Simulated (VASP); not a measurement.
# TiSi16 (a cell with a defect) in VASP: a series of runs

TiSi16 (a cell with a defect) is run at these levels: PBE; tasks: single point, relaxation of the atoms.

Everything below comes from runs of VASP 6.6.1. Logs are shortened: lines on timing, memory, paths and dates and some standing lists are left out, and cuts for length are marked.

## (1) The cell of the first run

The cell holds a defect, 17 atoms: a = 7.679 Å, b = 7.679 Å, c = 7.679 Å, α = 60.00°, β = 60.00°, γ = 60.00°.

## (2) Single point, PBE

INCAR

```
PREC = Accurate ; ENCUT = 520
EDIFF = 1E-6 ; ISMEAR = 0
SIGMA = 0.02 ; LREAL = Auto
LASPH = True ; NELM = 80
ALGO = Normal ; ISIF = 2
LWAVE = False ; LCHARG = False
GGA = PE ; NBANDS = 52
```

KPOINTS

```
Automatic mesh
0
Gamma
  2 2 2
```

POSCAR

```
TiSi16
1.0
    0.0000000000      5.4300000000      5.4300000000
    5.4300000000      0.0000000000      5.4300000000
    5.4300000000      5.4300000000      0.0000000000
Si Ti
16 1
Direct
    0.0021196133      0.0033188766     -0.0030621547
    0.1239594843      0.1245756906      0.1244217311
    0.0016577348      0.0021750460      0.4978671271
    0.1241032228      0.1247894107      0.6264024862
    0.0020786372      0.4983917127      0.0063370166
    0.1245900552      0.6328342541      0.1216254144
    0.0019199816      0.4986209024      0.4938553407
    0.1344247698      0.6197096685      0.6233674954
    0.4976839779      0.0017664825      0.0059526703
    0.6315928177      0.1251184162      0.1213637201
    0.4977400552      0.0023833333      0.4937168508
    0.6190489871      0.1344497238      0.6227823204
    0.4982813076      0.4991684162      0.0018172192
    0.6215253223      0.6211291897      0.1412190608
    0.4962651934      0.4963103131      0.5043364641
    0.6209945672      0.6218157459      0.6170168508
    0.7481647330      0.7480748619      0.7520964088
```

Potentials or basis: VASP PAW PBE potentials, release 64 (Si, Ti_sv).

Run with:

```bash
> cat potpaw_PBE.64/Si/POTCAR potpaw_PBE.64/Ti_sv/POTCAR > POTCAR
> mpirun -np 1 vasp_std > vasp.out
```

OUTCAR:

```text
PREC = Accurate
   ENCUT = 520
   EDIFF = 1E-6
   ISMEAR = 0
   LREAL = Auto
   LASPH = True
   NELM = 80
   ISIF = 2
   GGA = PE

 ion  position               nearest neighbor table
   1  0.002  0.003  0.997-   6 2.32  10 2.32   4 2.32   2 2.32
   2  0.124  0.125  0.124-   1 2.32   3 2.34   9 2.34   5 2.34
   3  0.002  0.002  0.498-   2 2.34   4 2.34   8 2.40  12 2.40  17 2.76
   4  0.124  0.125  0.626-   1 2.32   3 2.34  11 2.34   7 2.34
   5  0.002  0.498  0.006-   6 2.34   2 2.34  14 2.39   8 2.40  17 2.76
   6  0.125  0.633  0.122-   1 2.32   7 2.34   5 2.34  13 2.34
   7  0.002  0.499  0.494-   6 2.34   4 2.34  16 2.39   8 2.40  17 2.76
   8  0.134  0.620  0.623-  15 2.27   3 2.40   5 2.40   7 2.40  17 2.42
   9  0.498  0.002  0.006-  10 2.34   2 2.34  14 2.39  12 2.40  17 2.76
  10  0.632  0.125  0.121-   1 2.32  11 2.34   9 2.34  13 2.35
  11  0.498  0.002  0.494-  10 2.34   4 2.34  16 2.39  12 2.40  17 2.76
  12  0.619  0.134  0.623-  15 2.27  11 2.40   3 2.40   9 2.40  17 2.42
  13  0.498  0.499  0.002-   6 2.34  10 2.35  14 2.41  16 2.41  17 2.71
  14  0.622  0.621  0.141-  15 2.28   5 2.39   9 2.39  13 2.41  17 2.44
  15  0.496  0.496  0.504-   8 2.27  12 2.27  16 2.28  14 2.28
  16  0.621  0.622  0.617-  15 2.28  11 2.39   7 2.39  13 2.41  17 2.44
  17  0.748  0.748  0.752-   8 2.42  12 2.42  16 2.44  14 2.44  13 2.71   9 2.76   3 2.76   7 2.76
                             5 2.76  11 2.76

  LATTYP: Found a face centered cubic cell.
 ALAT       =    10.8600000000

  Lattice vectors:

 A1 = (   0.0000000000,   5.4300000000,   5.4300000000)
 A2 = (   5.4300000000,   0.0000000000,   5.4300000000)
 A3 = (   5.4300000000,   5.4300000000,   0.0000000000)

Analysis of symmetry for initial positions (statically):
=====================================================================
 Subroutine PRICEL returns:
 Original cell was already a primitive cell.

 Routine SETGRP: Setting up the symmetry group for a
 face centered cubic supercell.

 Subroutine GETGRP returns: Found  1 space group operations
 (whereof  1 operations were pure point group operations)
 out of a pool of 48 trial point group operations.

The static configuration has the point symmetry C_1 .

Analysis of symmetry for dynamics (positions and initial velocities):
=====================================================================
 Subroutine PRICEL returns:
 Original cell was already a primitive cell.

 Routine SETGRP: Setting up the symmetry group for a
 face centered cubic supercell.

 Subroutine GETGRP returns: Found  1 space group operations
 (whereof  1 operations were pure point group operations)
 out of a pool of 48 trial point group operations.

The dynamic configuration has the point symmetry C_1 .

 Subroutine INISYM returns: Found  1 space group operations
 (whereof  1 operations are pure point group operations),
 and found     1 'primitive' translations

----------------------------------------------------------------------------------------

                                     Primitive cell

  volume of cell :     320.2060

  direct lattice vectors                    reciprocal lattice vectors
     0.000000000  5.430000000  5.430000000    -0.092081031  0.092081031  0.092081031
     5.430000000  0.000000000  5.430000000     0.092081031 -0.092081031  0.092081031
     5.430000000  5.430000000  0.000000000     0.092081031  0.092081031 -0.092081031

  length of vectors
     7.679179644  7.679179644  7.679179644     0.159489025  0.159489025  0.159489025

  position of ions in fractional coordinates (direct lattice)
     0.002119613  0.003318877  0.996937845
     0.123959484  0.124575691  0.124421731
     0.001657735  0.002175046  0.497867127
     0.124103223  0.124789411  0.626402486
     0.002078637  0.498391713  0.006337017
     0.124590055  0.632834254  0.121625414
[... 9 lines left out ...]
     0.620994567  0.621815746  0.617016851
     0.748164733  0.748074862  0.752096409

  ion indices of the primitive-cell ions
   primitive index   ion index
                 1           1
                 2           2
                 3           3
                 4           4
                 5           5
                 6           6
[... 9 lines left out ...]
                16          16
                17          17

----------------------------------------------------------------------------------------

 KPOINTS: Automatic mesh

Automatic generation of k-mesh.
 Grid dimensions read from file:
 generate k-points for:    2    2    2

 Generating k-lattice:

  Cartesian coordinates                     Fractional coordinates (reciprocal lattice)
    -0.046040516  0.046040516  0.046040516     0.500000000  0.000000000  0.000000000
     0.046040516 -0.046040516  0.046040516     0.000000000  0.500000000  0.000000000
     0.046040516  0.046040516 -0.046040516     0.000000000  0.000000000  0.500000000

  Length of vectors
     0.079744512  0.079744512  0.079744512

  Shift w.r.t. Gamma in fractional coordinates (k-lattice)
     0.000000000  0.000000000  0.000000000

 Subroutine IBZKPT returns following result:
 ===========================================

 Found      8 irreducible k-points:

 Following reciprocal coordinates:
            Coordinates               Weight
  0.000000  0.000000  0.000000      1.000000
  0.500000  0.000000  0.000000      1.000000
  0.000000  0.500000  0.000000      1.000000
  0.000000  0.000000  0.500000      1.000000
  0.500000  0.500000  0.500000      1.000000
  0.500000  0.500000  0.000000      1.000000
  0.000000  0.500000  0.500000      1.000000
  0.500000  0.000000  0.500000      1.000000
   k-points           NKPTS =      8   k-points in BZ     NKDIM =      8   number of bands    NBANDS=     52
   number of dos      NEDOS =    301   number of ions     NIONS =     17
   total plane-waves  NPLWV = 216000
   dimension x,y,z NGX =    60 NGY =   60 NGZ =   60
   dimension x,y,z NGXF=   120 NGYF=  120 NGZF=  120
   ions per type =              16   1
   NGX,Y,Z   is equivalent  to a cutoff of  12.99, 12.99, 12.99 a.u.
   NGXF,Y,Z  is equivalent  to a cutoff of  25.98, 25.98, 25.98 a.u.
 SYSTEM =  unknown system
   PREC   = accura    normal or accurate (medium, high low for compatibility)
   ISTART =      0    job   : 0-new  1-cont  2-samecut
   ICHARG =      2    charge: 1-file 2-atom 10-const
   ISPIN  =      1    spin polarized calculation?
   LNONCOLLINEAR =      F non collinear calculations
   LSORBIT =      F    spin-orbit coupling
   LASPH  =      T    aspherical Exc in radial PAW
   ENCUT  =  520.0 eV  38.22 Ry    6.18 a.u.  14.28 14.28 14.28*2*pi/ulx,y,z
   NELM   =     80;   NELMIN=  2; NELMDL= -5     # of ELM steps
   EDIFF  = 0.1E-05   stopping-criterion for ELM
   LREAL  =      T    real-space projection
   EDIFFG = 0.1E-04   stopping-criterion for IOM
   NSW    =      0    number of steps for IOM
   IBRION =     -1    ionic relax: 0-MD 1-quasi-New 2-CG
   NFREE  =      0    steps in history (QN), initial steepest desc. (CG)
   ISIF   =      2    stress and relaxation
   ISYM   =      2    0-nonsym 1-usesym 2-fastsym
   POTIM  = 0.5000    time-step for ionic-motion
   TEBEG  =    0.0;   TEEND  =   0.0 temperature during run
   PSTRESS=    0.0 pullay stress
   NELECT =      76.0000    total number of electrons
   NUPDOWN=      -1.0000    fix difference up-down
   EMIN   =  10.00;   EMAX   =-10.00  energy-range for DOS
   EFERMI =   0.00;   METHOD = LEGACY
   ISMEAR =     0;   SIGMA  =   0.02  broadening in eV -4-tet -1-fermi 0-gaus
   EFERMI_NEDOS =   21; number of points for ismear=-14 and -15
   IALGO  =     38    algorithm
   IMIX   =      4    mixing-type and parameters
     AMIX     =   0.40;   BMIX     =  1.00
     AMIX_MAG =   1.60;   BMIX_MAG =  1.00
  volume/ion in A,a.u.               =      18.84       127.11
  Fermi-wavevector in a.u.,A,eV,Ry     =   1.013607  1.915439 13.978610  1.027399
  Thomas-Fermi vector in A             =   2.146786
   LORBIT       =      0    0 simple, 1 ext, 2 COOP (PROOUT), +10 PAW based schemes
   GGA     = PE    functional components
   LHFCALC =     F    Hartree Fock is set to
   AEXX    =    0.0000 exact exchange contribution
   IVDW    =     0    specifies the selected vdW correction
   LEPSILON=     F    determine dielectric tensor
   LRPA    =     F    only Hartree local field effects (RPA)
 non-spin polarized calculation
 Gauss-broadening in eV      SIGMA  =   0.02
  energy-cutoff  :      520.00
  volume of cell :      320.21
 maximum number of plane-waves:      8646
 NGX is ok and might be reduce to    60
   NGX = 29   NGY = 29   NGZ = 29

 number of electron      76.0000000 magnetization

 Free energy of the ion-electron system (eV)
  ---------------------------------------------------
  ext. energy  EPLUGINS =         0.00000000
  ---------------------------------------------------
  free energy    TOTEN  =       -92.20386401 eV

  energy without entropy =      -92.19966380  energy(sigma->0) =      -92.20176390

 E-fermi :   6.9111     XC(G=0):  -9.7517

 val. band max:        6.9085667529   @ k =   0.5000   0.0000   0.0000
 cond. band min:       6.9556472127   @ k =   0.5000   0.5000   0.5000
 fundamental gap:      0.0470804598
 Fermi energy:         6.9110673088

 k-point     1 :       0.0000    0.0000    0.0000
  band No.  band energies     occupation
      1     -49.8865      2.00000
      2     -26.2749      2.00000
      3     -26.2567      2.00000
      4     -26.2430      2.00000
      5      -5.7205      2.00000
      6      -3.5144      2.00000
[... 42 lines left out ...]
     49       8.1782      0.00000
     50       8.4649      0.00000

 k-point     2 :       0.5000    0.0000    0.0000
  band No.  band energies     occupation
      1     -49.8865      2.00000
      2     -26.2749      2.00000
      3     -26.2567      2.00000
      4     -26.2430      2.00000
      5      -5.0098      2.00000
      6      -4.8044      2.00000
[... 310 lines left out ...]
 k-point     8 :       0.5000    0.0000    0.5000
  band No.  band energies     occupation
      1     -49.8865      2.00000
      2     -26.2749      2.00000
      3     -26.2567      2.00000
      4     -26.2430      2.00000
      5      -4.6970      2.00000
      6      -4.5955      2.00000
[... 42 lines left out ...]
     49       9.8733      0.00000
     50      10.5251      0.00000
 [bands above 50 left out]

------------------------ aborting loop because EDIFF is reached ----------------------------------------

  FORCE on cell =-STRESS in cart. coord.  units (eV):
  Direction    XX          YY          ZZ          XY          YZ          ZX
  --------------------------------------------------------------------------------------
  -------------------------------------------------------------------------------------
  Total        7.9319958      7.8222763      8.2956317      0.2584016     -0.0050761     -0.0179293
  in kB       39.6883985     39.1394075     41.5078809      1.2929336     -0.0253989     -0.0897108
  external PRESSURE =      40.1118957 kB  Pullay stress =       0.0000000 kB

 VOLUME and BASIS-vectors are now :
 -----------------------------------------------------------------------------
  energy-cutoff  :      520.00
  volume of cell :      320.21
      direct lattice vectors                 reciprocal lattice vectors
     0.000000000  5.430000000  5.430000000    -0.092081031  0.092081031  0.092081031
     5.430000000  0.000000000  5.430000000     0.092081031 -0.092081031  0.092081031
     5.430000000  5.430000000  0.000000000     0.092081031  0.092081031 -0.092081031

 POSITION                                       TOTAL-FORCE (eV/Angst)
 -----------------------------------------------------------------------------------
      5.43139      5.42488      0.02953         0.001891      0.002363     -0.002873
      1.35206      1.34871      1.34955         0.008468      0.003874      0.009515
      2.71523      2.71242      0.02081         0.007183      0.005027      0.006878
      4.07897      4.07525      1.35149        -0.006451     -0.014674      0.004506
      2.74068      0.04570      2.71755        -0.002284     -0.001373     -0.007531
      4.09672      1.33695      4.11281        -0.004425      0.001460     -0.000153
[... 9 lines left out ...]
      6.72686      6.72240      6.74846        -0.012127      0.006175      0.002171
      8.14593      8.14642      8.12458         0.017905      0.007848     -0.014103
 -----------------------------------------------------------------------------------
    total drift:                                0.004839      0.007680     -0.012888

  FREE ENERGIE OF THE ION-ELECTRON SYSTEM (eV)
  ---------------------------------------------------
  free  energy   TOTEN  =       -92.2038640103 eV

  energy  without entropy=      -92.1996637997  energy(sigma->0) =      -92.20176390
```

It took 6.7 min on 1 thread of Intel Xeon 8259CL, shared host; peak memory 0.5 GiB.

Results:

```yaml
Free_energy: -92.2039 eV
Pressure: 4.0 GPa
Largest_force: 0.024 eV/Å
Band_gap_on_the_k_mesh: zero (band 38 reaches 6.96 eV, above the bottom of band 39 at 6.56 eV)
```

Forces in eV/Å, atoms in the order of the input:
```
Si   0.002  0.002 -0.003
Si   0.008  0.004  0.010
Si   0.007  0.005  0.007
Si  -0.006 -0.015  0.005
Si  -0.002 -0.001 -0.008
Si  -0.004  0.001  0.000
Si  -0.001 -0.001 -0.006
Si  -0.004 -0.008  0.001
Si   0.011  0.006  0.009
Si   0.002 -0.014  0.000
Si  -0.003  0.000 -0.004
Si   0.001  0.010  0.011
Si  -0.009  0.007 -0.008
Si  -0.009 -0.007  0.001
Si   0.002 -0.004 -0.001
Si  -0.012  0.006  0.002
Ti   0.018  0.008 -0.014
```

Levels at points of the mesh, in eV from the Fermi level:
```
           k point  band 34  band 35  band 36  band 37  band 38  band 39  band 40  band 41  band 42  band 43
(0.00, 0.00, 0.00)    -0.97    -0.97    -0.96    -0.42    -0.39    -0.35    -0.12    -0.05     0.27     0.86
(0.50, 0.00, 0.00)    -1.95    -1.35    -1.34    -0.27     0.00     0.08     0.45     0.48     0.85     1.23
(0.00, 0.50, 0.00)    -1.95    -1.35    -1.35    -0.27    -0.01     0.08     0.46     0.48     0.85     1.23
(0.00, 0.00, 0.50)    -1.95    -1.35    -1.34    -0.24     0.05     0.07     0.45     0.46     0.80     1.25
(0.50, 0.50, 0.50)    -1.95    -1.36    -1.34    -0.25     0.04     0.07     0.45     0.46     0.80     1.25
(0.50, 0.50, 0.00)    -1.98    -1.98    -1.87    -0.69    -0.02     0.57     0.63     1.12     1.34     1.77
(0.00, 0.50, 0.50)    -1.99    -1.99    -1.86    -0.68    -0.02     0.58     0.59     1.12     1.35     1.74
(0.50, 0.00, 0.50)    -1.99    -1.99    -1.85    -0.68    -0.02     0.57     0.59     1.12     1.36     1.74
```

Caveat: the k points lie up to 0.50 Å⁻¹ apart.

## (3) Single point, PBE

INCAR

```
PREC = Accurate ; ENCUT = 520
EDIFF = 1E-7 ; ISMEAR = 0
SIGMA = 0.02 ; LREAL = Auto
LASPH = T ; NELM = 60
ALGO = Normal ; ISIF = 2
LWAVE = F ; LCHARG = T
GGA = PE ; LELF = T
LVHAR = T ; NBANDS = 52
```

KPOINTS

```
regular mesh
0
Gamma
  2 2 2
```

POSCAR

```
TiSi16
1.0
    0.0000000000      5.4300000000      5.4300000000
    5.4300000000      0.0000000000      5.4300000000
    5.4300000000      5.4300000000      0.0000000000
Si Ti
16 1
Direct
    0.0037133373      0.0074673893     -0.0157714982
    0.1265002286      0.1304927348      0.1191932897
    0.0048640807      0.0017756369      0.5023106080
    0.1279499344      0.1216969315      0.6211480919
   -0.0074659069      0.5029233030      0.0034265650
    0.1261542323      0.6232385069      0.1231875868
    0.0034382824      0.4845741895      0.5077674513
    0.1264922871      0.6189741667      0.6310500421
    0.5002402371     -0.0023848883      0.0006089668
    0.6227752076      0.1301141800      0.1192733662
    0.4898955032      0.0019024280      0.5022730240
    0.6224180459      0.1268493290      0.6271530114
    0.5000123132      0.5027226603      0.0031598554
    0.6220034486      0.6269964248      0.1274807085
    0.5001954966      0.5002835398      0.4980820528
    0.6224895333      0.6191422836      0.6305963603
    0.8763697387      0.8731330841      0.3730926180
```

Potentials or basis: VASP PAW PBE potentials, release 64 (Si, Ti_sv).

Run with:

```bash
> cat potpaw_PBE.64/Si/POTCAR potpaw_PBE.64/Ti_sv/POTCAR > POTCAR
> mpirun -np 1 vasp_std > vasp.out
```

Run time: 2.3 min. Hardware: 1 thread of Intel Xeon 6975P-C (Granite Rapids), shared host; peak memory 0.5 GiB.

The run converged. Its results:

```
Free energy            : -92.2045 eV
Pressure               : 4.0 GPa
Largest force          : 0.005 eV/Å
Band gap on the k mesh : zero (band 38 reaches 6.96 eV, above the bottom of band 39 at 6.56 eV)
```

Forces on the atoms (eV/Å):
```
Si   0.002 -0.002  0.001
Si   0.000  0.000 -0.001
Si   0.002  0.000  0.003
Si   0.000  0.001 -0.002
Si   0.000 -0.001  0.000
Si   0.000  0.002  0.000
Si  -0.001  0.000 -0.002
Si  -0.002 -0.001 -0.001
Si   0.000  0.000  0.000
Si   0.000  0.002  0.001
Si   0.003 -0.004 -0.001
Si  -0.003  0.000  0.000
Si  -0.001  0.000  0.001
Si  -0.001  0.000 -0.001
Si   0.000  0.000  0.000
Si  -0.001  0.002  0.001
Ti   0.003  0.000  0.000
```

Stress tensor (GPa, compression positive):
```
 4.12  0.01  0.01
 0.01  3.96 -0.11
 0.01 -0.11  3.97
```

Levels at points of the mesh, in eV from the Fermi level:
```csv
k point,band 35,band 36,band 37,band 38,band 39,band 40,band 41,band 42
"(0.00, 0.00, 0.00)",-0.98,-0.97,-0.42,-0.39,-0.36,-0.11,-0.06,0.26
"(0.50, 0.00, 0.00)",-1.36,-1.35,-0.28,0.00,0.07,0.45,0.47,0.84
"(0.00, 0.50, 0.00)",-1.36,-1.35,-0.25,0.04,0.07,0.45,0.45,0.80
"(0.00, 0.00, 0.50)",-1.36,-1.35,-0.25,0.04,0.06,0.45,0.45,0.80
"(0.50, 0.50, 0.50)",-1.36,-1.35,-0.28,0.00,0.07,0.45,0.47,0.84
"(0.50, 0.50, 0.00)",-1.99,-1.86,-0.69,-0.03,0.57,0.58,1.12,1.35
"(0.00, 0.50, 0.50)",-1.99,-1.88,-0.70,-0.03,0.57,0.62,1.11,1.33
"(0.50, 0.00, 0.50)",-1.99,-1.86,-0.69,-0.03,0.57,0.58,1.12,1.35
```

Caveat: the k points lie up to 0.50 Å⁻¹ apart.

(Continued in part 2 of 2.)
